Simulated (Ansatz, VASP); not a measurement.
## One calculation of Mo, two programs

```
Mo
1.0
     2.73702    0.00000    0.00000
    -0.91234    2.58049    0.00000
     0.00000    0.00000   23.93907
Mo
5
Cartesian
  0.9123 1.2902 7.5000
  0.0000 0.0000 9.7348
  0.9123 1.2902 11.9695
  0.0000 0.0000 14.2043
  0.9123 1.2902 16.4391
```

Alike in both runs: task single point; functional PBE; k mesh 13 × 13 × 1; occupations gaussian, width 0.1 eV; no spin polarisation.

|  | VASP | Ansatz |
| --- | --- | --- |
| version | VASP 6.6.1 | Ansatz 0.2.0 |
| potentials or method | VASP PAW PBE potentials, release 64 (Mo_sv), cutoff 520 eV | scalar-relativistic, plane waves, PAW |
| valence electrons in the cell | 70 | 70 |

Ansatz gave:

- gap on the k mesh at the Fermi level (eV): none
- rms of the force components (eV/Å): 0.328

Task: Which values does VASP return?

Result: gap on the k mesh at the Fermi level (eV): none; rms of the force components (eV/Å): 0.324.

Atom by atom the forces differ by 0.007 eV/Å (rms over components). A gap of «none» marks a metal or a gap that the smearing closes. Ansatz's warnings: xc potential rough in thin density.
